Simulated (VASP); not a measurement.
Write the native input for VASP 6.6.1 that does the following.

- Task: single point
- Functional: PBE
- Potentials or basis: VASP PAW PBE potentials, release 64 (Ir)
- Cutoff: 520 eV
- k mesh: 18 × 18 × 10
- Occupations: gaussian, width 0.15 eV
- Spin: no spin polarisation
- Dipole correction: no
- Further INCAR settings: ALGO = Normal; EDIFF = 1e-06; NBANDS = 16

The structure of Ir lies in POSCAR:

```
Ir
1.0
    2.5555000000      0.0000000000      0.0000000000
   -1.2777500000      2.2131279194      0.0000000000
    0.0000000000      0.0000000000      4.6014000000
Ir
2
Direct
    0.6666666667      0.3333333333      0.7500000000
    0.3333333333      0.6666666667      0.2500000000
```

The input as run:

INCAR

```
SYSTEM = Ir
PREC = Accurate ; ENCUT = 520
EDIFF = 1E-6 ; ISMEAR = 0
SIGMA = 0.15 ; LREAL = .False.
LASPH = .True. ; NELM = 60
ALGO = Normal ; ISIF = 2
LWAVE = .False. ; LCHARG = .False.
GGA = PE ; NBANDS = 16
```

KPOINTS

```
Automatic mesh
0
Gamma
  18 18 10
  0 0 0
```

Potentials or basis: VASP PAW PBE potentials, release 64 (Ir).

Launch:

```sh
$ cat potpaw_PBE.64/Ir/POTCAR > POTCAR
$ mpirun -np 1 vasp_std > vasp.out
```

It gave:

```
Pressure               : 58.8 GPa
Band gap on the k mesh : zero (band 9 reaches 13.88 eV, above the bottom of band 10 at 9.69 eV)
```

Caveat: spin-orbit coupling is left out, which moves the levels of the heavy elements.

Wall time 30 s on 1 thread of Intel(R) Xeon(R) 6975P-C (Granite Rapids), on a shared host, peak memory 0.2 GiB.
